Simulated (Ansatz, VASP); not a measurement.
# Mo in VASP and in Ansatz

```
Mo
1.0
    -1.60242    1.57100    1.60242
     1.53958   -1.57100    1.53958
     1.60242    1.57100   -1.60242
Mo
1
Direct
  0.00000 0.00000 0.00000
```

Change from the starting cell: strain -0.0400 x Voigt [0, 0, 0, 0, 1, 0], atoms carried along.

Alike in both runs: task single point; functional PBEsol; k mesh 22 × 22 × 22; occupations gaussian, width 0.15 eV; no spin polarisation.

|  | VASP | Ansatz |
| --- | --- | --- |
| version | VASP 6.6.1 | Ansatz 0.2.0 |
| potentials or method | VASP PAW PBE potentials, release 64 (Mo_sv), cutoff 520 eV | scalar-relativistic, plane waves, PAW |
| valence electrons in the cell | 14 | 14 |

VASP gave:

| Quantity | Value |
| --- | --- |
| gap on the k mesh at the Fermi level (eV) | none |
| pressure (GPa) | -2.3 |
| traceless stress, the component that is largest in VASP (GPa) | 4.12 |

Which values does Ansatz return?

gap on the k mesh at the Fermi level (eV): none; pressure (GPa): -2.9; traceless stress, the component that is largest in VASP (GPa): 4.09.

VASP's potentials were made for PBE, not for PBEsol. A gap of «none» marks a metal or a gap that the smearing closes.
